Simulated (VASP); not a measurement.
# MgF2 (P4_2/mnm) in VASP: further runs

The runs below take MgF2 through relaxation of cell and atoms, with PBEsol, LDA.

Program: VASP 6.6.1. These are calculated values, not measurements. Logs are shortened: lines on timing, memory, paths and dates and some standing lists are left out, and cuts for length are marked.

## 1. The cell of the first run

The structure is tetragonal, space group P4_2/mnm (No. 136). The conventional cell has a = 4.698 Å, b = 4.698 Å, c = 3.093 Å, α = 90.00°, β = 90.00°, γ = 90.00°. Mg (site symmetry mmm) has 6 F at 2.02 Å within 2.7 Å. Within 2.7 Å of F (site symmetry m2m) lie 3 Mg at 2.02 Å and 1 F at 2.61 Å.

## 2. Relaxation of cell and atoms, PBEsol

INCAR reads:

```
SYSTEM = MgF2
ALGO = Normal
EDIFF = 1E-7
EDIFFG = -0.005
ENCUT = 600
GGA = PS
GGA_COMPAT = .FALSE.
IBRION = 2
ISIF = 3
ISMEAR = -1
LASPH = .TRUE.
LCHARG = .FALSE.
LREAL = .FALSE.
LWAVE = .FALSE.
NELM = 120
NELMIN = 4
NSW = 80
PREC = Accurate
SIGMA = 0.02
```

KPOINTS reads:

```
k-points
0
G
  6 6 8
  0 0 0
```

POSCAR reads:

```
MgF2
1.0
    4.6975810162      0.0000000000      0.0000000000
    0.0000000000      4.6975810162      0.0000000000
    0.0000000000      0.0000000000      3.0929919523
Mg F
2 4
Direct
    0.5000000000      0.5000000000      0.5000000000
    0.0000000000      0.0000000000      0.0000000000
    0.6964323208      0.6964323208      0.0000000000
    0.8035676792      0.1964323208      0.5000000000
    0.3035676792      0.3035676792      0.0000000000
    0.1964323208      0.8035676792      0.5000000000
```

Potentials or basis: VASP PAW PBE potentials, release 64 (Mg, F).

Launch:

```console
cat potpaw_PBE.64/Mg/POTCAR potpaw_PBE.64/F/POTCAR > POTCAR
mpirun -np 1 vasp_std > vasp.out
```

OUTCAR:

```text
SYSTEM = MgF2
   EDIFF = 1E-7
   EDIFFG = -0.005
   ENCUT = 600
   GGA = PS
   IBRION = 2
   ISIF = 3
   ISMEAR = -1
   LASPH = .TRUE.
   LREAL = .FALSE.
   NELM = 120
   NELMIN = 4
   NSW = 80
   PREC = Accurate

 ion  position               nearest neighbor table
   1  0.500  0.500  0.500-   4 2.02   6 2.02   5 2.02   3 2.02   3 2.02   5 2.02
   2  0.000  0.000  0.000-   3 2.02   5 2.02   4 2.02   6 2.02   4 2.02   6 2.02
   3  0.696  0.696  0.000-   2 2.02   1 2.02   1 2.02
   4  0.804  0.196  0.500-   1 2.02   2 2.02   2 2.02
   5  0.304  0.304  0.000-   2 2.02   1 2.02   1 2.02
   6  0.196  0.804  0.500-   1 2.02   2 2.02   2 2.02

  LATTYP: Found a simple tetragonal cell.
 ALAT       =     4.6975810162
 C/A-ratio  =     0.6584222692

  Lattice vectors:

 A1 = (   4.6975810162,   0.0000000000,   0.0000000000)
 A2 = (   0.0000000000,   4.6975810162,   0.0000000000)
 A3 = (   0.0000000000,   0.0000000000,   3.0929919523)

Analysis of symmetry for initial positions (statically):
=====================================================================
 Subroutine PRICEL returns:
 Original cell was already a primitive cell.

 Routine SETGRP: Setting up the symmetry group for a
 simple tetragonal supercell.

 Subroutine GETGRP returns: Found 16 space group operations
 (whereof  8 operations were pure point group operations)
 out of a pool of 16 trial point group operations.

The static configuration has the point symmetry D_2h.
 The point group associated with its full space group is D_4h.

Analysis of symmetry for dynamics (positions and initial velocities):
=====================================================================
 Subroutine PRICEL returns:
 Original cell was already a primitive cell.

 Routine SETGRP: Setting up the symmetry group for a
 simple tetragonal supercell.

 Subroutine GETGRP returns: Found 16 space group operations
 (whereof  8 operations were pure point group operations)
 out of a pool of 16 trial point group operations.

The dynamic configuration has the point symmetry D_2h.
 The point group associated with its full space group is D_4h.

 Subroutine INISYM returns: Found 16 space group operations
 (whereof  8 operations are pure point group operations),
 and found     1 'primitive' translations

----------------------------------------------------------------------------------------

                                     Primitive cell

  volume of cell :      68.2539

  direct lattice vectors                    reciprocal lattice vectors
     4.697581016  0.000000000  0.000000000     0.212875520  0.000000000  0.000000000
     0.000000000  4.697581016  0.000000000     0.000000000  0.212875520  0.000000000
     0.000000000  0.000000000  3.092991952     0.000000000  0.000000000  0.323311543

  length of vectors
     4.697581016  4.697581016  3.092991952     0.212875520  0.212875520  0.323311543

  position of ions in fractional coordinates (direct lattice)
     0.500000000  0.500000000  0.500000000
     0.000000000  0.000000000  0.000000000
     0.696432321  0.696432321  0.000000000
     0.803567679  0.196432321  0.500000000
     0.303567679  0.303567679  0.000000000
     0.196432321  0.803567679  0.500000000

  ion indices of the primitive-cell ions
   primitive index   ion index
                 1           1
                 2           2
                 3           3
                 4           4
                 5           5
                 6           6

----------------------------------------------------------------------------------------

 KPOINTS: k-points

Automatic generation of k-mesh.
 Grid dimensions read from file:
 generate k-points for:    6    6    8

 Generating k-lattice:

  Cartesian coordinates                     Fractional coordinates (reciprocal lattice)
     0.035479253  0.000000000  0.000000000     0.166666667  0.000000000  0.000000000
     0.000000000  0.035479253  0.000000000     0.000000000  0.166666667  0.000000000
     0.000000000  0.000000000  0.040413943     0.000000000  0.000000000  0.125000000

  Length of vectors
     0.035479253  0.035479253  0.040413943

  Shift w.r.t. Gamma in fractional coordinates (k-lattice)
     0.000000000  0.000000000  0.000000000

 Subroutine IBZKPT returns following result:
 ===========================================

 Found     50 irreducible k-points:

 Following reciprocal coordinates:
            Coordinates               Weight
  0.000000  0.000000  0.000000      1.000000
  0.166667  0.000000  0.000000      4.000000
  0.333333  0.000000  0.000000      4.000000
  0.500000  0.000000  0.000000      2.000000
  0.166667  0.166667  0.000000      4.000000
  0.333333  0.166667  0.000000      8.000000
[... 16 lines left out ...]
  0.333333  0.000000  0.250000      8.000000
  0.500000  0.000000  0.250000      4.000000
 [... further k-points ...]
   k-points           NKPTS =     50   k-points in BZ     NKDIM =     50   number of bands    NBANDS=     20
   number of dos      NEDOS =    301   number of ions     NIONS =      6
   total plane-waves  NPLWV =  44800
   dimension x,y,z NGX =    40 NGY =   40 NGZ =   28
   dimension x,y,z NGXF=    80 NGYF=   80 NGZF=   56
   ions per type =               2   4
   NGX,Y,Z   is equivalent  to a cutoff of  14.16, 14.16, 15.05 a.u.
   NGXF,Y,Z  is equivalent  to a cutoff of  28.31, 28.31, 30.10 a.u.
 SYSTEM =  MgF2
   PREC   = accura    normal or accurate (medium, high low for compatibility)
   ISTART =      0    job   : 0-new  1-cont  2-samecut
   ICHARG =      2    charge: 1-file 2-atom 10-const
   ISPIN  =      1    spin polarized calculation?
   LNONCOLLINEAR =      F non collinear calculations
   LSORBIT =      F    spin-orbit coupling
   LASPH  =      T    aspherical Exc in radial PAW
   ENCUT  =  600.0 eV  44.10 Ry    6.64 a.u.   9.38  9.38  6.18*2*pi/ulx,y,z
   NELM   =    120;   NELMIN=  4; NELMDL= -5     # of ELM steps
   EDIFF  = 0.1E-06   stopping-criterion for ELM
   LREAL  =      F    real-space projection
   EDIFFG = -.5E-02   stopping-criterion for IOM
   NSW    =     80    number of steps for IOM
   IBRION =      2    ionic relax: 0-MD 1-quasi-New 2-CG
   NFREE  =      1    steps in history (QN), initial steepest desc. (CG)
   ISIF   =      3    stress and relaxation
   ISYM   =      2    0-nonsym 1-usesym 2-fastsym
   POTIM  = 0.5000    time-step for ionic-motion
   TEBEG  =    0.0;   TEEND  =   0.0 temperature during run
   PSTRESS=    0.0 pullay stress
   NELECT =      32.0000    total number of electrons
   NUPDOWN=      -1.0000    fix difference up-down
   EMIN   =  10.00;   EMAX   =-10.00  energy-range for DOS
   EFERMI =   0.00;   METHOD = LEGACY
   ISMEAR =    -1;   SIGMA  =   0.02  broadening in eV -4-tet -1-fermi 0-gaus
   EFERMI_NEDOS =   21; number of points for ismear=-14 and -15
   IALGO  =     38    algorithm
   IMIX   =      4    mixing-type and parameters
     AMIX     =   0.40;   BMIX     =  1.00
     AMIX_MAG =   1.60;   BMIX_MAG =  1.00
  volume/ion in A,a.u.               =      11.38        76.77
  Fermi-wavevector in a.u.,A,eV,Ry     =   1.271791  2.403336 22.006771  1.617452
  Thomas-Fermi vector in A             =   2.404705
   LORBIT       =      0    0 simple, 1 ext, 2 COOP (PROOUT), +10 PAW based schemes
   GGA     = PS    functional components
   LHFCALC =     F    Hartree Fock is set to
   AEXX    =    0.0000 exact exchange contribution
   IVDW    =     0    specifies the selected vdW correction
   LEPSILON=     F    determine dielectric tensor
   LRPA    =     F    only Hartree local field effects (RPA)
 conjugate gradient relaxation of ions
 non-spin polarized calculation
  energy-cutoff  :      600.00
  volume of cell :       68.25
 maximum number of plane-waves:      2308
 NGX is ok and might be reduce to    40
   NGX = 19   NGY = 19   NGZ = 13

--------------------------------------- Ionic step        1  -------------------------------------------

 number of electron      31.9999995 magnetization

 Free energy of the ion-electron system (eV)
  ---------------------------------------------------
  ext. energy  EPLUGINS =         0.00000000
  ---------------------------------------------------
  free energy    TOTEN  =       -32.57954806 eV

  energy without entropy =      -32.57954806  energy(sigma->0) =      -32.57954806

------------------------ aborting loop because EDIFF is reached ----------------------------------------

  FORCE on cell =-STRESS in cart. coord.  units (eV):
  Direction    XX          YY          ZZ          XY          YZ          ZX
  --------------------------------------------------------------------------------------
  -------------------------------------------------------------------------------------
  Total       -1.7314455     -1.7314455     -1.8448786      0.0000000      0.0000000      0.0000000
  in kB      -40.6435906    -40.6435906    -43.3062958      0.0000000      0.0000000      0.0000000
  external PRESSURE =     -41.5311590 kB  Pullay stress =       0.0000000 kB
[... 145 lines left out ...]
  energy  without entropy=      -32.6199521562  energy(sigma->0) =      -32.61995216

--------------------------------------- Ionic step        5  -------------------------------------------

 number of electron      32.0000009 magnetization

 Free energy of the ion-electron system (eV)
  ---------------------------------------------------
  ext. energy  EPLUGINS =         0.00000000
  ---------------------------------------------------
  free energy    TOTEN  =       -32.62010827 eV

  energy without entropy =      -32.62010827  energy(sigma->0) =      -32.62010827

 E-fermi :  -0.8802     XC(G=0):  -9.9942

 val. band max:       -1.3029397549   @ k =   0.0000   0.0000   0.0000
 cond. band min:       5.6288248718   @ k =   0.0000   0.0000   0.0000
 fundamental gap:      6.9317646267
 Fermi energy:        -0.8801856609

 k-point     1 :       0.0000    0.0000    0.0000
  band No.  band energies     occupation
      1     -21.9549      2.00000
      2     -21.1290      2.00000
      3     -21.1290      2.00000
      4     -21.0366      2.00000
      5      -5.4366      2.00000
      6      -3.8454      2.00000
[... 12 lines left out ...]
     19      10.7468      0.00000
[... 513 lines left out ...]
      4     -21.0480      2.00000
      5      -4.4488      2.00000
      6      -4.4488      2.00000
[... 12 lines left out ...]
     19      13.0724      0.00000
     20      13.0724      0.00000

 [... further k-points ...]

------------------------ aborting loop because EDIFF is reached ----------------------------------------

  FORCE on cell =-STRESS in cart. coord.  units (eV):
  Direction    XX          YY          ZZ          XY          YZ          ZX
  --------------------------------------------------------------------------------------
  -------------------------------------------------------------------------------------
  Total       -0.0052376     -0.0052376      0.0213610     -0.0000000      0.0000000      0.0000000
  in kB       -0.1286375     -0.1286375      0.5246394     -0.0000000      0.0000000      0.0000000
  external PRESSURE =       0.0891214 kB  Pullay stress =       0.0000000 kB
[... 21 lines left out ...]
  FREE ENERGIE OF THE ION-ELECTRON SYSTEM (eV)
  ---------------------------------------------------
  free  energy   TOTEN  =       -32.6201082661 eV

  energy  without entropy=      -32.6201082661  energy(sigma->0) =      -32.62010827

 reached required accuracy - stopping structural energy minimisation
```

Run time: 4.9 min. Hardware: 1 thread of AMD EPYC 9755, shared host; peak memory 0.21 GiB.

Results:

```yaml
Free_energy: -32.6201 eV
Relaxed_volume: 10.87 Å³/atom
Relaxed_cell: a = 4.623 Å, b = 4.623 Å, c = 3.052 Å, α = 90.00°, β = 90.00°, γ = 90.00°
Space_group_after_relaxing_to_0.1_Å: P4_2/mnm (No. 136)
Energy_gained_by_relaxing: 6.8 meV/atom
Ionic_steps: 5
Pressure_after_relaxing: 0.0 GPa
Band_gap_on_the_k_mesh: 6.93 eV
```

The path:
| step | energy change (eV) | largest force (eV/Å) | pressure (GPa) | volume (Å³) |
| --- | --- | --- | --- | --- |
| 1 | 0.0000 | 0.0401 | -4.15 | 68.25 |
| 2 | -0.0397 | 0.0524 | -0.12 | 65.38 |
| 3 | -0.0397 | 0.0543 | -0.03 | 65.33 |
| 4 | -0.0404 | 0.0223 | -0.01 | 65.27 |
| 5 | -0.0406 | 0.0015 | 0.01 | 65.23 |

Final structure:
```
Mg F
1.0
     4.62327    0.00000    0.00000
     0.00000    4.62327    0.00000
     0.00000    0.00000    3.05192
Mg F
2 4
Direct
  0.50000 0.50000 0.50000
  0.00000 0.00000 0.00000
  0.69683 0.69683 0.00000
  0.80317 0.19683 0.50000
  0.30317 0.30317 0.00000
  0.19683 0.80317 0.50000
```

Caveat: the PAW data sets were made with another functional, which shifts forces and pressure a little. A k mesh can miss the band edges.

## 3. Relaxation of cell and atoms, LDA

INCAR reads:

```
SYSTEM = MgF2
PREC = Accurate ; ENCUT = 600
EDIFF = 1E-7 ; ISMEAR = -1
SIGMA = 0.02 ; LREAL = .FALSE.
LASPH = .TRUE. ; NELM = 120
ALGO = Normal ; ISIF = 3
LWAVE = .FALSE. ; LCHARG = .FALSE.
GGA = CA ; IBRION = 2
NSW = 80 ; EDIFFG = -0.005
GGA_COMPAT = .FALSE. ; NELMIN = 4
```

KPOINTS reads:

```
regular mesh
0
G
  6 6 8
  0 0 0
```

POSCAR is that of step 2.

Potentials or basis: VASP PAW LDA potentials, release 64 (Mg, F).

Launch:

```console
cat potpaw_LDA.64/Mg/POTCAR potpaw_LDA.64/F/POTCAR > POTCAR
mpirun -np 1 vasp_std > vasp.out
```

Wall time 7.2 min (1 thread of AMD EPYC 9755, shared host); peak memory 0.19 GiB.

The run converged. Its results:

* Free energy: -35.1210 eV
* Relaxed volume: 10.23 Å³/atom
* Relaxed cell: a = 4.524 Å, b = 4.524 Å, c = 2.998 Å, α = 90.00°, β = 90.00°, γ = 90.00°
* Space group after relaxing (to 0.1 Å): P4_2/mnm (No. 136)
* Energy gained by relaxing: 39.8 meV/atom
* Ionic steps: 7
* Pressure after relaxing: 0.0 GPa
* Largest force after relaxing: 0.003 eV/Å
* Band gap on the k mesh: 7.19 eV

Forces in eV/Å, atoms in the order of the input:
```
Mg   0.000  0.000  0.000
Mg   0.000  0.000  0.000
F   -0.002 -0.002  0.000
F    0.002 -0.002  0.000
F    0.002  0.002  0.000
F   -0.002  0.002  0.000
```

Stress tensor (GPa, compression positive):
```
-0.06  0.00  0.00
 0.00 -0.06  0.00
 0.00  0.00  0.06
```

The path:
```tsv
step	energy change (eV)	largest force (eV/Å)	pressure (GPa)	volume (Å³)
1	0.0000	0.0715	-10.12	68.25
2	-0.2337	0.1588	0.20	61.40
3	-0.2338	0.1530	-0.08	61.53
4	-0.2384	0.0407	-0.01	61.39
5	-0.2388	0.0085	0.05	61.33
6	-0.2388	0.0055	0.05	61.33
7	-0.2388	0.0033	-0.02	61.36
```

Final structure:
```
Mg F
1.0
     4.52419    0.00000    0.00000
     0.00000    4.52419    0.00000
     0.00000    0.00000    2.99801
Mg F
2 4
Cartesian
  2.2621 2.2621 1.4990
  0.0000 0.0000 2.9980
  3.1555 3.1555 2.9980
  3.6308 0.8934 1.4990
  1.3687 1.3687 0.0000
  0.8934 3.6308 1.4990
```

Levels at points of the mesh, in eV from the valence-band top:
```csv
k point,band 12,band 13,band 14,band 15,band 16,band 17,band 18,band 19,band 20
"(0.00, 0.00, 0.00)",-1.34,-0.76,-0.33,-0.33,0.00,7.19,12.24,12.24,13.58
"(0.50, 0.00, 0.00)",-1.51,-1.05,-1.05,-0.42,-0.42,9.66,9.66,13.49,13.49
"(0.50, 0.50, 0.00)",-1.40,-1.04,-1.04,-0.87,-0.87,11.36,11.36,11.53,11.53
"(0.00, 0.00, 0.50)",-1.54,-1.33,-1.33,-0.95,-0.95,11.98,11.98,14.93,14.93
"(0.50, 0.00, 0.50)",-1.50,-0.80,-0.80,-0.74,-0.74,12.84,12.84,13.66,13.66
"(0.50, 0.50, 0.50)",-1.50,-0.68,-0.68,-0.51,-0.51,13.23,13.23,13.61,13.61
```

A k mesh can miss the band edges.
